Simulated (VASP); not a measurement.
A run of VASP 6.6.1 is set up as follows.

INCAR

```
  ALGO = Normal
  EDIFF = 1E-8
  ENCUT = 520
  ISIF = 2
  ISMEAR = -1
  LASPH = True
  LCHARG = False
  LEFG = True
  LREAL = False
  LWAVE = False
  NBANDS = 26
  NELM = 100
  PREC = Accurate
  SIGMA = 0.08
```

Contents of KPOINTS:

```
k-points
0
Gamma
  6 6 11
```

File POSCAR:

```
InSb
1.0
    5.3570000000      0.0000000000      0.0000000000
    0.0000000000      5.7120000000      0.0000000000
    0.0000000000      0.0000000000      3.1548900000
In Sb
2 2
Direct
    0.0000000000      0.0000000000      0.0000000000
    0.5000000000      0.5000000000      0.0000000000
    0.5000000000      0.0000000000      0.8350000000
    0.0000000000      0.5000000000      0.1650000000
```

Potentials or basis: VASP PAW LDA potentials, release 64 (In_d, Sb).

Launch:

```bash
$ cat potpaw_LDA.64/In_d/POTCAR potpaw_LDA.64/Sb/POTCAR > POTCAR
$ mpirun -np 1 vasp_std > vasp.out
```

(1) Estimate the band gap on the k mesh.

(2) Predict the pressure.

(3) Estimate the largest force.

## Answers

(1) zero (band 18 reaches 10.74 eV, above the bottom of band 19 at 7.38 eV).

(2) 9.5 GPa.

(3) 0.668 eV/Å.

Caveat: the cell differs from its parent crystal (zz strain of +3 %); without QUAD_EFG the Cq values of the log hold for a quadrupole moment of 1 mb, not for the nuclei; spin-orbit coupling is left out, which moves the levels of the heavy elements.
